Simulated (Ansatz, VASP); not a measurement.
SrHfO in VASP and in Ansatz

```
CELL_PARAMETERS angstrom
3.82746 0.00000 0.00000
0.00000 3.82746 0.00000
0.00000 0.00000 4.22661
ATOMIC_POSITIONS crystal
Sr 0.50000 0.50000 0.00000
Hf 0.00000 0.00000 0.50000
O 0.00000 0.00000 0.00000
```

Change from the starting cell: species swapped into the GdOF type (P4/nmm, No. 129).

Alike in both runs: functional PBE; k mesh 12 × 12 × 12; occupations gaussian, width 0.1 eV; no spin polarisation.

Ansatz relaxed the structure, and its values are those at the end. VASP's run is a single point on that final structure, the one shown.

|  | VASP | Ansatz |
| --- | --- | --- |
| version | VASP 6.6.1 | Ansatz 0.2.0 |
| potentials or method | VASP PAW PBE potentials, release 64 (Sr_sv, Hf_pv, O), cutoff 520 eV | scalar-relativistic, plane waves, PAW |
| valence electrons in the cell | 26 | 42 |

Ansatz gave:

- gap on the k mesh at the Fermi level (eV): none
- pressure (GPa): 0.0

**Question.** What did VASP give for the same quantities?

**Answer.** gap on the k mesh at the Fermi level (eV): none; pressure (GPa): -0.4.

A gap of «none» marks a metal or a gap that the smearing closes. VASP's potentials hold 26 valence electrons a cell and Ansatz's 42, so a difference there can come from the potentials and not from the codes.

Neither program's run includes spin-orbit coupling.
